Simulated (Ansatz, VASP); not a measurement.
Ru: VASP beside Ansatz

The input INCAR:

```
SYSTEM = Ru
  PREC = Accurate
  ENCUT = 600
  EDIFF = 1E-6
  ISMEAR = 0
  SIGMA = 0.1
  LREAL = .FALSE.
  LASPH = .TRUE.
  NELM = 80
  ALGO = Normal
  ISIF = 3
  LWAVE = .FALSE.
  LCHARG = .FALSE.
  GGA = PS
  IBRION = 2
  NSW = 90
  EDIFFG = -0.04
```

Contents of KPOINTS:

```
regular mesh
0
G
  9 9 4
  0 0 0
```

Contents of POSCAR:

```
Ru
1.0
    2.7078263433      0.0000000000      0.0000000000
   -1.3539131716      2.3450464023      0.0000000000
    0.0000000000      0.0000000000      4.2681017800
Ru
2
Direct
    0.3333333300      0.6666666700      0.2500000000
    0.6666666700      0.3333333300      0.7500000000
```

Input for Ansatz:

```yaml
crystal:
  lattice:
    - [2.7078263433, 0.0, 0.0]
    - [-1.3539131716, 2.3450464023, 0.0]
    - [0.0, 0.0, 4.26810178]
  atoms:
    - { symbol: Ru, position: [0.33333333, 0.66666667, 0.25] }
    - { symbol: Ru, position: [0.66666667, 0.33333333, 0.75] }
basis:
  ecutwfc: 420
kpoints:
  mp_grid: { grid: [9, 9, 4] }
hamiltonian:
  xc: pbesol
scf:
  occupations: { method: gaussian, width: 0.1 }
  lower_state_search: "off"
output:
  forces: true
  stress: true
  eigenvalues: true
relax:
  adjacent_minimum: "off"
  f_tol: 0.04
  max_steps: 70
  cell: { stress_tol: 0.4 }
```

Alike in both runs: task relaxation of cell and atoms; functional PBEsol; k mesh 9 × 9 × 4; occupations gaussian, width 0.1 eV; no spin polarisation.

|  | VASP | Ansatz |
| --- | --- | --- |
| version | VASP 6.6.1 | Ansatz 0.2.0 |
| potentials or method | VASP PAW PBE potentials, release 64 (Ru_pv), cutoff 600 eV | scalar-relativistic, plane waves, PAW |
| valence electrons in the cell | 28 | 32 |

Ansatz gave:

| Quantity | Value |
| --- | --- |
| gap on the k mesh at the Fermi level, each at its own relaxed structure (eV) | none |
| relaxed volume (Å³/atom) | 13.33 |
| relaxed cell length with the largest relative difference (Å) | 4.239 |

Problem. Which values does VASP return?

Solution. gap on the k mesh at the Fermi level, each at its own relaxed structure (eV): none; relaxed volume (Å³/atom): 13.33; relaxed cell length with the largest relative difference (Å): 4.242.

VASP's potentials were made for PBE, not for PBEsol. A gap of «none» marks a metal or a gap that the smearing closes. VASP's potentials hold 28 valence electrons a cell and Ansatz's 32, so a difference there can come from the potentials and not from the codes.

The k mesh is coarse, so the values compare programs but aren't converged.
